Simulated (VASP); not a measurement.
Here is a VASP 6.6.1 calculation.

The input INCAR:

```
PREC = Accurate
ENCUT = 520
EDIFF = 1E-7
ISMEAR = 0
SIGMA = 0.02
LREAL = False
LASPH = True
NELM = 100
ALGO = Normal
ISIF = 2
LWAVE = False
LCHARG = False
GGA = PS
NBANDS = 11
```

File KPOINTS:

```
regular mesh
0
Gamma
  10 10 10
```

File POSCAR:

```
C
1.0
    0.0000000000      2.2792972686      2.2792972686
    2.2792972686      0.0000000000      2.2792972686
    2.2792972686      2.2792972686      0.0000000000
C
2
Direct
    0.5000000000      0.5000000000      0.5000000000
    0.7500000000      0.7500000000      0.7500000000
```

Potentials or basis: VASP PAW PBE potentials, release 64 (C).

Launch:

```bash
$ cat potpaw_PBE.64/C/POTCAR > POTCAR
$ mpirun -np 1 vasp_std > vasp.out
```

**Question.** Estimate the pressure.

**Answer.** -72.3 GPa.

**Question.** Predict the band gap on the k mesh.

**Answer.** 0.78 eV.

Caveat: the cell differs from its parent crystal (Ge replaced by C, lengths x 0.780, strained); the cell stands under tension; the PAW data sets were made with another functional, which shifts forces and pressure a little.
